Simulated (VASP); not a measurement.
Input of a VASP 6.6.1 run:

POSCAR

```
Se
1.0
    2.1020258926     -6.3539466876      0.0000000000
    2.1020258926      6.3539466876      0.0000000000
    0.0000000000      0.0000000000      4.5889109034
Se
4
Direct
    0.1144683583      0.8855316417      0.8742444415
    0.6144683583      0.3855316417      0.6257555585
    0.8855316417      0.1144683583      0.1257555585
    0.3855316417      0.6144683583      0.3742444415
```

Contents of INCAR.step1:

```
ALGO = Normal
EDIFF = 1E-4
ENCUT = 520
GGA = PE
ISMEAR = 0
LASPH = True
LCHARG = False
LREAL = False
LWAVE = True
NBANDS = 20
NELM = 100
PREC = Accurate
SIGMA = 0.1
```

The input INCAR.step2:

```
ALGO = Normal
EDIFF = 1E-6
ENCUT = 520
ISIF = 2
ISMEAR = 0
ISTART = 1
LASPH = True
LCHARG = False
LMIXTAU = True
LREAL = False
LWAVE = False
METAGGA = R2SCAN
NBANDS = 20
NELM = 100
PREC = Accurate
SIGMA = 0.1
```

The input KPOINTS:

```
k-points
0
Gamma
  6 6 4
```

Potentials or basis: VASP PAW PBE potentials, release 64 (Se).

Launch:

```console
$ cat potpaw_PBE.64/Se/POTCAR > POTCAR
$ cp INCAR.step1 INCAR
$ mpirun -np 1 vasp_std > vasp.out
$ cp INCAR.step2 INCAR
$ mpirun -np 1 vasp_std > vasp.out
```

(1) Estimate the pressure.

(2) Predict the band gap on the k mesh.

(3) Estimate the largest force.

## Answers

(1) 0.0 GPa.

(2) zero (band 12 reaches 2.21 eV, above the bottom of band 13 at 1.04 eV).

(3) 0.026 eV/Å.

Caveat: the PAW data sets were made with another functional, which shifts forces and pressure a little.
